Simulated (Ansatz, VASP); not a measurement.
# Ca3SbP: VASP beside Ansatz

```
Ca Sb P
1.0
     5.25162    0.00000    0.00000
     0.00000    5.25162    0.00000
     0.00000    0.00000    5.25162
Ca Sb P
3 1 1
Direct
  0.99713 0.50000 0.50000
  0.48857 0.00000 0.50000
  0.48857 0.50000 0.00000
  0.00878 0.00000 0.00000
  0.49878 0.50000 0.50000
```

Change from the starting cell: mode 1 frozen in at -0.060 Å, equal normal strain along x, y and z +0.0000.

Alike in both runs: task single point; functional LDA; k mesh 6 × 6 × 6; occupations gaussian, width 0.05 eV; no spin polarisation.

|  | VASP | Ansatz |
| --- | --- | --- |
| version | VASP 6.6.1 | Ansatz 0.2.0 |
| potentials or method | VASP PAW LDA potentials, release 64 (Ca_sv, Sb, P), cutoff 520 eV | scalar-relativistic, plane waves, PAW |
| valence electrons in the cell | 40 | 50 |

VASP gave:

* gap on the k mesh at the Fermi level (eV): 0.51
* least direct gap on the mesh (eV): 0.51
* pressure (GPa): 0.2
* traceless stress, the component that is largest in VASP (GPa): 0.06
* rms of the force components (eV/Å): 0.005

Q: Which values does Ansatz return?

A: gap on the k mesh at the Fermi level (eV): 0.52; least direct gap on the mesh (eV): 0.52; pressure (GPa): 0.0; traceless stress, the component that is largest in VASP (GPa): 0.06; rms of the force components (eV/Å): 0.006.

LDA's correlation is that of Perdew and Zunger in VASP and of Perdew and Wang (1992) in Ansatz. Atom by atom the forces differ by 0.001 eV/Å (rms over components). VASP's potentials hold 40 valence electrons a cell and Ansatz's 50, so a difference there can come from the potentials and not from the codes.

Neither program's run includes spin-orbit coupling.
